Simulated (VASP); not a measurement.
Input of a VASP 6.6.1 run:

INCAR

```
ALGO     = Normal         # electronic algorithm
EDIFF    = 1E-6           # SCF threshold, eV
ENCUT    = 500            # plane-wave cutoff, eV
GGA      = PE             # functional
GGA_COMPAT= F            
ISIF     = 2              # what is computed and relaxed
ISMEAR   = 0              # smearing method
LASPH    = T              # aspherical terms in the spheres
LCHARG   = T              # write CHGCAR
LELF     = T              # ELF
LREAL    = F              # projectors in reciprocal space
LVHAR    = T            
LWAVE    = F              # write WAVECAR
NBANDS   = 26             # bands
NELM     = 120            # most SCF steps
PREC     = Accurate       # precision mode
SIGMA    = 0.1            # smearing width, eV
```

KPOINTS

```
k-points
0
Gamma
  6 6 2
```

File POSCAR:

```
NaH
1.0
    2.8273445300      0.0000000000      0.0000000000
   -1.4136722600      2.4485521900      0.0000000000
    0.0000000000      0.0000000000     10.8351953100
Na H
4 4
Direct
    0.6666666700      0.3333333300      0.8771510100
    0.3333333300      0.6666666700      0.1228489900
    0.3333333300      0.6666666700      0.3771510100
    0.6666666700      0.3333333300      0.6228489900
    0.0000000000      0.0000000000      0.0000000000
    0.0000000000      0.0000000000      0.5000000000
    0.6666666700      0.3333333300      0.2500000000
    0.3333333300      0.6666666700      0.7500000000
```

Potentials or basis: VASP PAW PBE potentials, release 64 (Na_pv, H).

Run with:

```bash
$ cat potpaw_PBE.64/Na_pv/POTCAR potpaw_PBE.64/H/POTCAR > POTCAR
$ mpirun -np 1 vasp_std > vasp.out
```

Estimate the pressure.

20.0 GPa.

Estimate the band gap on the k mesh.

3.39 eV, indirect (least direct gap 5.16 eV).

Estimate the largest force.

0.114 eV/Å.

Stress tensor (GPa, compression positive):
```
23.49  0.00  0.00
 0.00 23.49  0.00
 0.00  0.00 13.12
```

Caveat: the k points lie up to 0.43 Å⁻¹ apart. A k mesh can miss the band edges.
